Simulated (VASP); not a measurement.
Crystal: TiO2.

```xyz
6
Lattice="-1.9489 1.9489 4.6146 1.9489 -1.9489 4.6146 1.9489 1.9489 -4.6146" Properties=species:S:1:pos:R:3 pbc="T T T"
Ti    0.0000    0.0000    0.0000
Ti    0.0000    1.9489    2.3073
O     0.0000    0.0000    1.9206
O     0.0000    1.9489    4.2279
O     0.0000    1.9489    0.3867
O     0.0000    0.0000    7.3086
```

```yaml
Program: VASP 6.6.1
Task: relaxation of the atoms
Functional: LDA
Potentials_or_basis: VASP PAW LDA potentials, release 64 (Ti_sv, O)
Cutoff: 520 eV
k_mesh: 7 × 7 × 7
Occupations: gaussian, width 0.01 eV
Spin: no spin polarisation
```

At the start: pressure -9.5 GPa; volume 11.68 Å³/atom.

**Question.** How do energy, volume and symmetry change on relaxing?

**Answer.** Over 3 steps the energy falls by 4.5 meV/atom at a fixed cell; space group I4_1/amd (No. 141, to 0.1 Å) before and after.

Step by step:
| step | energy change (eV) | largest force (eV/Å) | pressure (GPa) |
| --- | --- | --- | --- |
| 1 | 0.0000 | 0.4923 | -9.49 |
| 2 | -0.0264 | 0.0718 | -11.49 |
| 3 | -0.0270 | 0.0004 | -11.83 |

Final structure:
```yaml
crystal:
  lattice:
    - [-1.94886, 1.94886, 4.61458]
    - [1.94886, -1.94886, 4.61458]
    - [1.94886, 1.94886, -4.61458]
  atoms:
    - { symbol: Ti, position: [0.00000, 0.00000, 0.00000] }
    - { symbol: Ti, position: [0.75000, 0.25000, 0.50000] }
    - { symbol: O, position: [0.21115, 0.21115, 0.00000] }
    - { symbol: O, position: [0.96115, 0.46115, 0.50000] }
    - { symbol: O, position: [0.53885, 0.03885, 0.50000] }
    - { symbol: O, position: [0.78885, 0.78885, 0.00000] }
```
